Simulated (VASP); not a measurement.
# Ag (P6_3/mmc) in VASP: notebook, part 2 of 2

VASP 6.6.1.

## Step 4: Single point, PBE (18.93 Å³/atom)

This run uses another cell than the first one, of 18.93 Å³/atom.

Input file INCAR:

```
SYSTEM = Ag
ALGO = Fast
EDIFF = 1E-7
ENCUT = 520
GGA = PE
ISIF = 2
ISMEAR = 0
LASPH = .True.
LCHARG = .False.
LREAL = .False.
LWAVE = .False.
NBANDS = 30
NELM = 80
PREC = Accurate
SIGMA = 0.1
```

Input file KPOINTS:

```
k-points
0
Gamma
  18 18 4
  0 0 0
```

Input file POSCAR:

```
Ag
1.0
    2.9944167841      0.0000000000      0.0000000000
   -1.4972083920      2.5932410046      0.0000000000
    0.0000000000      0.0000000000      9.7510797001
Ag
4
Direct
    0.3333333333      0.6666666667      0.2500000000
    0.6666666667      0.3333333333      0.7500000000
    0.0000000000      0.0000000000      0.0000000000
    0.0000000000      0.0000000000      0.5000000000
```

Potentials or basis: VASP PAW PBE potentials, release 64 (Ag).

The run is started by

```console
cat potpaw_PBE.64/Ag/POTCAR > POTCAR
mpirun -np 1 vasp_std > vasp.out
```

OUTCAR:

```text
SYSTEM = Ag
   EDIFF = 1E-7
   ENCUT = 520
   GGA = PE
   ISIF = 2
   ISMEAR = 0
   LASPH = .True.
   LREAL = .False.
   NELM = 80
   PREC = Accurate

 ion  position               nearest neighbor table
   1  0.333  0.667  0.250-   3 2.99   4 2.99   3 2.99   4 2.99   3 2.99   4 2.99
   2  0.667  0.333  0.750-   3 2.99   4 2.99   3 2.99   4 2.99   3 2.99   4 2.99
   3  0.000  0.000  0.000-   1 2.99   2 2.99   2 2.99   1 2.99   2 2.99   1 2.99
   4  0.000  0.000  0.500-   1 2.99   2 2.99   2 2.99   1 2.99   2 2.99   1 2.99

  LATTYP: Found a hexagonal cell.
 ALAT       =     2.9944167841
 C/A-ratio  =     3.2564203326

  Lattice vectors:

 A1 = (   2.9944167841,   0.0000000000,   0.0000000000)
 A2 = (  -1.4972083920,   2.5932410046,   0.0000000000)
 A3 = (   0.0000000000,   0.0000000000,   9.7510797001)

Analysis of symmetry for initial positions (statically):
=====================================================================
 Subroutine PRICEL returns:
 Original cell was already a primitive cell.

 Routine SETGRP: Setting up the symmetry group for a
 hexagonal supercell.

 Subroutine GETGRP returns: Found 24 space group operations
 (whereof 12 operations were pure point group operations)
 out of a pool of 24 trial point group operations.

The static configuration has the point symmetry D_3d.
 The point group associated with its full space group is D_6h.

Analysis of symmetry for dynamics (positions and initial velocities):
=====================================================================
 Subroutine PRICEL returns:
 Original cell was already a primitive cell.

 Routine SETGRP: Setting up the symmetry group for a
 hexagonal supercell.

 Subroutine GETGRP returns: Found 24 space group operations
 (whereof 12 operations were pure point group operations)
 out of a pool of 24 trial point group operations.

The dynamic configuration has the point symmetry D_3d.
 The point group associated with its full space group is D_6h.

[... 123 lines left out ...]
  volume/ion in A,a.u.               =      18.93       127.75
  Fermi-wavevector in a.u.,A,eV,Ry     =   1.366123  2.581598 25.392442  1.866292
  Thomas-Fermi vector in A             =   2.492291
   LORBIT       =      0    0 simple, 1 ext, 2 COOP (PROOUT), +10 PAW based schemes
   GGA     = PE    functional components
   LHFCALC =     F    Hartree Fock is set to
   AEXX    =    0.0000 exact exchange contribution
   IVDW    =     0    specifies the selected vdW correction
   LEPSILON=     F    determine dielectric tensor
   LRPA    =     F    only Hartree local field effects (RPA)
 non-spin polarized calculation
 RMM-DIIS sequential band-by-band and
 Gauss-broadening in eV      SIGMA  =   0.10
  energy-cutoff  :      520.00
  volume of cell :       75.72
 maximum number of plane-waves:      2077
 NGX is ok and might be reduce to    24
   NGX = 11   NGY = 11   NGZ = 37

 number of electron      43.9999987 magnetization

 Free energy of the ion-electron system (eV)
  ---------------------------------------------------
  ext. energy  EPLUGINS =         0.00000000
  ---------------------------------------------------
  free energy    TOTEN  =       -10.79978501 eV

  energy without entropy =      -10.79384471  energy(sigma->0) =      -10.79681486

 E-fermi :   7.0995     XC(G=0): -11.5960

 val. band max:        7.0599023419   @ k =   0.5000  -0.0000   0.0000
 cond. band min:       7.1167467981   @ k =   0.2222   0.1667   0.2500
 fundamental gap:      0.0568444562
 Fermi energy:         7.0995341498

 k-point     1 :       0.0000    0.0000    0.0000
  band No.  band energies     occupation
      1       0.0278      2.00000
      2       1.2770      2.00000
      3       1.2957      2.00000
      4       1.2980      2.00000
      5       2.5934      2.00000
      6       2.5934      2.00000
[... 781 lines left out ...]
     29      15.5170      0.00000
     30      16.3303      0.00000

 [... further k-points ...]

------------------------ aborting loop because EDIFF is reached ----------------------------------------

  FORCE on cell =-STRESS in cart. coord.  units (eV):
  Direction    XX          YY          ZZ          XY          YZ          ZX
  --------------------------------------------------------------------------------------
  -------------------------------------------------------------------------------------
  Total       -2.1523437     -2.1523437     -2.1041755     -0.0000000     -0.0000000      0.0000000
  in kB      -45.5422378    -45.5422378    -44.5230294     -0.0000000     -0.0000000      0.0000000
  external PRESSURE =     -45.2025017 kB  Pullay stress =       0.0000000 kB

 VOLUME and BASIS-vectors are now :
 -----------------------------------------------------------------------------
  energy-cutoff  :      520.00
  volume of cell :       75.72
      direct lattice vectors                 reciprocal lattice vectors
     2.994416784  0.000000000  0.000000000     0.333954847  0.192808921  0.000000000
    -1.497208392  2.593241005  0.000000000     0.000000000  0.385617842  0.000000000
     0.000000000  0.000000000  9.751079700     0.000000000  0.000000000  0.102552746

 POSITION                                       TOTAL-FORCE (eV/Angst)
 -----------------------------------------------------------------------------------
     -0.00000      1.72883      2.43777        -0.000000      0.000000     -0.000000
      1.49721      0.86441      7.31331         0.000000     -0.000000     -0.000000
      0.00000      0.00000      0.00000         0.000000      0.000000      0.000000
      0.00000      0.00000      4.87554         0.000000      0.000000      0.000000
 -----------------------------------------------------------------------------------
    total drift:                               -0.000000      0.000000     -0.000000

  FREE ENERGIE OF THE ION-ELECTRON SYSTEM (eV)
  ---------------------------------------------------
  free  energy   TOTEN  =       -10.7997850075 eV

  energy  without entropy=      -10.7938447068  energy(sigma->0) =      -10.79681486
```

OSZICAR:

```text
N       E                     dE             d eps       ncg     rms          rms(c)
DAV:   1     0.291445644390E+03    0.29145E+03   -0.22585E+04  6660   0.143E+03
DAV:   2    -0.535704879240E+01   -0.29680E+03   -0.28090E+03  6858   0.326E+02
DAV:   3    -0.116487893909E+02   -0.62917E+01   -0.62546E+01  7674   0.537E+01
DAV:   4    -0.116792377877E+02   -0.30448E-01   -0.30443E-01  7140   0.362E+00
DAV:   5    -0.116795510390E+02   -0.31325E-03   -0.31325E-03  7686   0.399E-01    0.798E+00
RMM:   6    -0.108211057237E+02    0.85845E+00   -0.27217E+00  6664   0.109E+01    0.537E+00
RMM:   7    -0.108076262703E+02    0.13479E-01   -0.75359E-02  6866   0.165E+00    0.334E+00
RMM:   8    -0.107999509752E+02    0.76753E-02   -0.45771E-03  6997   0.486E-01    0.349E-01
RMM:   9    -0.107997520715E+02    0.19890E-03   -0.11958E-03  7201   0.213E-01    0.599E-02
RMM:  10    -0.107997796680E+02   -0.27596E-04   -0.10404E-04  7324   0.573E-02    0.544E-02
RMM:  11    -0.107997838255E+02   -0.41575E-05   -0.18683E-05  7240   0.264E-02    0.219E-02
RMM:  12    -0.107997840459E+02   -0.22037E-06   -0.34141E-06  7344   0.125E-02    0.894E-03
RMM:  13    -0.107997850207E+02   -0.97479E-06   -0.87295E-07  7049   0.605E-03    0.139E-03
RMM:  14    -0.107997850075E+02    0.13105E-07   -0.23704E-07  5069   0.310E-03
   1 F= -.10799785E+02 E0= -.10796815E+02  d E =-.594030E-02
```

It took 4.1 min on 1 thread of Intel Xeon Platinum 8259CL at 2.50GHz (Skylake/Cascade Lake), shared host; peak memory 0.33 GiB.

Results:

```
Free energy            : -10.7998 eV
Pressure               : -4.5 GPa
Band gap on the k mesh : zero (bands 22 and 23 overlap by 6.17 eV)
```

Caveat: the cell stands under tension.

## Step 5: The runs side by side

```tsv
cell	further INCAR settings	gap on the mesh (eV)	pressure (GPa)
a = 2.937, b = 2.937, c = 9.564 Å, angles 90.0, 90.0, 120.0°, 4 atoms	ALGO = Fast; EDIFF = 1e-07; NBANDS = 30	none	-0.1
a = 2.966, b = 2.966, c = 9.658 Å, angles 90.0, 90.0, 120.0°, 4 atoms	ALGO = Fast; EDIFF = 1e-06; NBANDS = 30	none	-2.5
a = 2.994, b = 2.994, c = 9.751 Å, angles 90.0, 90.0, 120.0°, 4 atoms	ALGO = Fast; EDIFF = 1e-07; NBANDS = 30	none	-4.5
```

Alike in all rows: task single point; level PBE; potentials or basis VASP PAW PBE potentials, release 64 (Ag); no spin polarisation; k mesh 18 × 18 × 4; cutoff (eV) 520; smearing gaussian 0.1 eV.

Caveats: the cell stands under tension (at least some runs).

Total energies depend on the potentials used, so only differences within one code and one set of settings carry meaning.
